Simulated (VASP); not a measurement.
# SiC (P6_3mc) in VASP: dielectric tensor with r2SCAN

Aim: the dielectric tensor of SiC with r2SCAN.

All numbers are computed with VASP 6.6.1; they aren't measurements. Logs are shortened: lines on timing, memory, paths and dates and some standing lists are left out, and cuts for length are marked.

## Step 1: The cell of the first run

The structure is hexagonal, space group P6_3mc (No. 186). The conventional cell has a = 2.952 Å, b = 2.952 Å, c = 4.846 Å, α = 90.00°, β = 90.00°, γ = 120.00°. Within 2.4 Å of Si (site symmetry 3m) lie 4 C at 1.81 to 1.82 Å. C (site symmetry 3m) has 4 Si at 1.81 to 1.82 Å within 2.4 Å.

## Step 2: Dielectric tensor, r2SCAN (strain -4.0%)

INCAR reads:

```
PREC = Accurate ; ENCUT = 520
EDIFF = 1E-8 ; ISMEAR = 0
SIGMA = 0.01 ; LREAL = False
LASPH = True ; NELM = 100
ALGO = Normal ; ISIF = 2
LWAVE = False ; LCHARG = False
METAGGA = R2SCAN ; LMIXTAU = True
LCALCEPS = True
```

KPOINTS reads:

```
regular mesh
0
Gamma
  9 9 4
```

POSCAR reads:

```
SiC
1.0
    2.9523419896      0.0000000000      0.0000000000
   -1.4761709948      2.5568031637      0.0000000000
    0.0000000000      0.0000000000      4.8461837674
Si C
2 2
Direct
    0.3333333333      0.6666666667     -0.0003154795
    0.6666666667      0.3333333333      0.4996845205
    0.3333333333      0.6666666667      0.3753154795
    0.6666666667      0.3333333333      0.8753154795
```

Potentials or basis: VASP PAW PBE potentials, release 64 (Si, C).

The run is started by

```
cat potpaw_PBE.64/Si/POTCAR potpaw_PBE.64/C/POTCAR > POTCAR
mpirun -np 1 vasp_std > vasp.out
```

OUTCAR:

```text
PREC = Accurate
   ENCUT = 520
   EDIFF = 1E-8
   ISMEAR = 0
   LREAL = False
   LASPH = True
   NELM = 100
   ISIF = 2
   METAGGA = R2SCAN

 ion  position               nearest neighbor table
   1  0.333  0.667  1.000-   4 1.81   4 1.81   4 1.81   3 1.82   2 2.96   2 2.96   2 2.96   2 2.96
                             2 2.96   2 2.96
   2  0.667  0.333  0.500-   3 1.81   3 1.81   3 1.81   4 1.82   1 2.96   1 2.96   1 2.96   1 2.96
                             1 2.96   1 2.96
   3  0.333  0.667  0.375-   2 1.81   2 1.81   2 1.81   1 1.82
   4  0.667  0.333  0.875-   1 1.81   1 1.81   1 1.81   2 1.82

  LATTYP: Found a hexagonal cell.
 ALAT       =     2.9523419896
 C/A-ratio  =     1.6414710032

  Lattice vectors:

 A1 = (   2.9523419896,   0.0000000000,   0.0000000000)
 A2 = (  -1.4761709948,   2.5568031637,   0.0000000000)
 A3 = (   0.0000000000,   0.0000000000,   4.8461837674)

Analysis of symmetry for initial positions (statically):
=====================================================================
 Subroutine PRICEL returns:
 Original cell was already a primitive cell.

 Routine SETGRP: Setting up the symmetry group for a
 hexagonal supercell.

 Subroutine GETGRP returns: Found 12 space group operations
 (whereof  6 operations were pure point group operations)
 out of a pool of 24 trial point group operations.

The static configuration has the point symmetry C_3v.
 The point group associated with its full space group is C_6v.

Analysis of symmetry for dynamics (positions and initial velocities):
=====================================================================
 Subroutine PRICEL returns:
 Original cell was already a primitive cell.

 Routine SETGRP: Setting up the symmetry group for a
 hexagonal supercell.

 Subroutine GETGRP returns: Found 12 space group operations
 (whereof  6 operations were pure point group operations)
 out of a pool of 24 trial point group operations.

The dynamic configuration has the point symmetry C_3v.
 The point group associated with its full space group is C_6v.

 Subroutine INISYM returns: Found 12 space group operations
 (whereof  6 operations are pure point group operations),
 and found     1 'primitive' translations

----------------------------------------------------------------------------------------

                                     Primitive cell

  volume of cell :      36.5817

  direct lattice vectors                    reciprocal lattice vectors
     2.952341990  0.000000000  0.000000000     0.338714147  0.195556704  0.000000000
    -1.476170995  2.556803164  0.000000000     0.000000000  0.391113408  0.000000000
     0.000000000  0.000000000  4.846183767     0.000000000  0.000000000  0.206347932

  length of vectors
     2.952341990  2.952341990  4.846183767     0.391113408  0.391113408  0.206347932

  position of ions in fractional coordinates (direct lattice)
     0.333333333  0.666666667  0.999684520
     0.666666667  0.333333333  0.499684520
     0.333333333  0.666666667  0.375315480
     0.666666667  0.333333333  0.875315480

  ion indices of the primitive-cell ions
   primitive index   ion index
                 1           1
                 2           2
                 3           3
                 4           4

----------------------------------------------------------------------------------------

 KPOINTS: regular mesh

Automatic generation of k-mesh.
 Grid dimensions read from file:
 generate k-points for:    9    9    4

 Generating k-lattice:

  Cartesian coordinates                     Fractional coordinates (reciprocal lattice)
     0.037634905  0.021728523  0.000000000     0.111111111  0.000000000  0.000000000
     0.000000000  0.043457045  0.000000000     0.000000000  0.111111111  0.000000000
     0.000000000  0.000000000  0.051586983     0.000000000  0.000000000  0.250000000

  Length of vectors
     0.043457045  0.043457045  0.051586983

[... 55 lines left out ...]
   EDIFFG = 0.1E-06   stopping-criterion for IOM
   NSW    =      0    number of steps for IOM
   IBRION =     -1    ionic relax: 0-MD 1-quasi-New 2-CG
   NFREE  =      0    steps in history (QN), initial steepest desc. (CG)
   ISIF   =      2    stress and relaxation
   ISYM   =      2    0-nonsym 1-usesym 2-fastsym
   POTIM  = 0.5000    time-step for ionic-motion
   TEBEG  =    0.0;   TEEND  =   0.0 temperature during run
   PSTRESS=    0.0 pullay stress
   NELECT =      16.0000    total number of electrons
   NUPDOWN=      -1.0000    fix difference up-down
   EMIN   =  10.00;   EMAX   =-10.00  energy-range for DOS
   EFERMI =   0.00;   METHOD = LEGACY
   ISMEAR =     0;   SIGMA  =   0.01  broadening in eV -4-tet -1-fermi 0-gaus
   EFERMI_NEDOS =   21; number of points for ismear=-14 and -15
   IALGO  =     38    algorithm
   IMIX   =      4    mixing-type and parameters
     AMIX     =   0.40;   BMIX     =  1.00
     AMIX_MAG =   1.60;   BMIX_MAG =  1.00
  volume/ion in A,a.u.               =       9.15        61.72
  Fermi-wavevector in a.u.,A,eV,Ry     =   1.242683  2.348330 21.010933  1.544260
  Thomas-Fermi vector in A             =   2.377026
   LORBIT       =      0    0 simple, 1 ext, 2 COOP (PROOUT), +10 PAW based schemes
   METAGGA = R2SCAN    functional components
   LHFCALC =     F    Hartree Fock is set to
   AEXX    =    0.0000 exact exchange contribution
   IVDW    =     0    specifies the selected vdW correction
   LEPSILON=     F    determine dielectric tensor
   LRPA    =     F    only Hartree local field effects (RPA)
   LRPA       =     F
 non-spin polarized calculation
 Gauss-broadening in eV      SIGMA  =   0.01
  energy-cutoff  :      520.00
  volume of cell :       36.58
 maximum number of plane-waves:      1008
 NGX is ok and might be reduce to    24
   NGX = 11   NGY = 11   NGZ = 19

 Total electronic dipole moment: p[elc]=(    -0.00000     0.00000    -0.11950 ) |e| Angst

 number of electron      16.0000002 magnetization

 Free energy of the ion-electron system (eV)
  ---------------------------------------------------
  ext. energy  EPLUGINS =         0.00000000
  ---------------------------------------------------
  free energy    TOTEN  =       -38.16696984 eV

  energy without entropy =      -38.16696984  energy(sigma->0) =      -38.16696984

 E-fermi :   9.6470     XC(G=0): -12.4868

 val. band max:        9.5905260886   @ k =   0.0000   0.0000   0.0000
 cond. band min:   10000.0000000000   @ k =   0.0000   0.0000   0.0000
 fundamental gap:   9990.4094739114
 Fermi energy:         9.6470195943

 k-point     1 :       0.0000    0.0000    0.0000
  band No.  band energies     occupation
      1      -7.7921      2.00000
      2      -3.6821      2.00000
      3      -0.1398      2.00000
      4       8.1533      2.00000
      5       8.1533      2.00000
      6       9.4671      2.00000
      7       9.5905      2.00000
      8       9.5905      2.00000
      9   10000.0000      0.00000
     10   10000.0000      0.00000
     11   10000.0000      0.00000
     12   10000.0000      0.00000
[... 331 lines left out ...]
 k-point    24 :       0.3333    0.3333    0.2500
  band No.  band energies     occupation
      1      -2.5030      2.00000
      2      -2.5030      2.00000
      3       1.9190      2.00000
      4       1.9190      2.00000
      5       2.2014      2.00000
      6       4.4191      2.00000
      7       6.5127      2.00000
      8       6.5127      2.00000
      9   10000.0000      0.00000
     10   10000.0000      0.00000
     11   10000.0000      0.00000
     12   10000.0000      0.00000

 [... further k-points ...]

------------------------ aborting loop because EDIFF is reached ----------------------------------------

            Ionic dipole moment: p[ion]=(     0.00000     0.00000    14.53855 ) |e| Angst

 Total electronic dipole moment: p[elc]=(    -0.00000    -0.00000    -0.10833 ) |e| Angst

 MACROSCOPIC STATIC DIELECTRIC TENSOR (including local field effects)
 ------------------------------------------------------
           6.193550     0.000000     0.000000
           0.000000     6.193550     0.000000
           0.000000     0.000000     6.527447
 ------------------------------------------------------

 PIEZOELECTRIC TENSOR (including local field effects) (e Angst)
          XX          YY          ZZ          XY          YZ          ZX
  --------------------------------------------------------------------------------
  x    -0.00000     0.00000     0.00000    -0.00000     0.00000     1.48111
  y     0.00000     0.00000     0.00000     0.00000     1.48111    -0.00000
  z     1.09340     1.09340    -1.80192     0.00000     0.00000     0.00000

 PIEZOELECTRIC TENSOR (including local field effects) (C/m^2)
          XX          YY          ZZ          XY          YZ          ZX
  --------------------------------------------------------------------------------
  x    -0.00000     0.00000     0.00000    -0.00000     0.00000     0.64868
  y     0.00000     0.00000     0.00000     0.00000     0.64868    -0.00000
  z     0.47888     0.47888    -0.78919     0.00000     0.00000     0.00000

 BORN EFFECTIVE CHARGES (including local field effects) (in |e|, cummulative output)
 ---------------------------------------------------------------------------------
 ion    1
    1     2.74520     0.00000     0.00000
    2     0.00000     2.74520    -0.00000
    3     0.00000     0.00000     2.95366
 ion    2
    1     2.74520     0.00000     0.00000
    2     0.00000     2.74520     0.00000
    3     0.00000     0.00000     2.95366
 ion    3
    1    -2.74520     0.00000     0.00000
    2     0.00000    -2.74520     0.00000
    3     0.00000    -0.00000    -2.95366
 ion    4
    1    -2.74520     0.00000     0.00000
    2     0.00000    -2.74520     0.00000
    3     0.00000     0.00000    -2.95366

  FORCE on cell =-STRESS in cart. coord.  units (eV):
  Direction    XX          YY          ZZ          XY          YZ          ZX
  --------------------------------------------------------------------------------------
  -------------------------------------------------------------------------------------
  Total        8.0492682      8.0492682      7.8500683      0.0000000      0.0000000      0.0000000
  in kB      352.5357347    352.5357347    343.8113293      0.0000000      0.0000000      0.0000000
  external PRESSURE =     349.6275995 kB  Pullay stress =       0.0000000 kB

 VOLUME and BASIS-vectors are now :
 -----------------------------------------------------------------------------
  energy-cutoff  :      520.00
  volume of cell :       36.58
      direct lattice vectors                 reciprocal lattice vectors
     2.952341990  0.000000000  0.000000000     0.338714147  0.195556704  0.000000000
    -1.476170995  2.556803164  0.000000000     0.000000000  0.391113408  0.000000000
     0.000000000  0.000000000  4.846183767     0.000000000  0.000000000  0.206347932

 POSITION                                       TOTAL-FORCE (eV/Angst)
 -----------------------------------------------------------------------------------
     -0.00000      1.70454      4.84465         0.000000     -0.000000     -0.002284
      1.47617      0.85227      2.42156        -0.000000      0.000000     -0.002284
     -0.00000      1.70454      1.81885         0.000000      0.000000      0.002284
      1.47617      0.85227      4.24194        -0.000000      0.000000      0.002284
 -----------------------------------------------------------------------------------
    total drift:                               -0.000000     -0.000000      0.000627

  FREE ENERGIE OF THE ION-ELECTRON SYSTEM (eV)
  ---------------------------------------------------
  free  energy   TOTEN  =       -38.1669698371 eV

  energy  without entropy=      -38.1669698371  energy(sigma->0) =      -38.16696984
```

It took 45 min on 1 thread of Intel Xeon 8259CL, shared host; peak memory 0.4 GiB.

What came out:

```yaml
Band_gap_on_the_k_mesh: 2.46 eV (least direct gap 4.82 eV)
Electronic_dielectric_tensor_diagonal: 6.19, 6.19, 6.53
Born_charges_mean_of_the_diagonal: Si +2.81; C -2.81 e
```

Electronic dielectric tensor:
```
6.19 0.00 0.00
0.00 6.19 0.00
0.00 0.00 6.53
```

Born effective charge tensors (e):
atom 1, Si
```
2.75 0.00 0.00
0.00 2.75 0.00
0.00 0.00 2.95
```
atom 2, Si
```
2.75 0.00 0.00
0.00 2.75 0.00
0.00 0.00 2.95
```
atom 3, C
```
-2.75  0.00  0.00
 0.00 -2.75  0.00
 0.00  0.00 -2.95
```
atom 4, C
```
-2.75  0.00  0.00
 0.00 -2.75  0.00
 0.00  0.00 -2.95
```

Dipole moments of the cell (e·Å, modulo the quantum): ionic 0.000, 0.000, 14.539; electronic 0.000, 0.000, -0.108

Caveat: the cell differs from its parent crystal (strain -4.0%); the PAW data sets were made with another functional, which shifts forces and pressure a little. A k mesh can miss the band edges.

The gap in the log of VASP goes by the Fermi energy; the results here count the filled bands.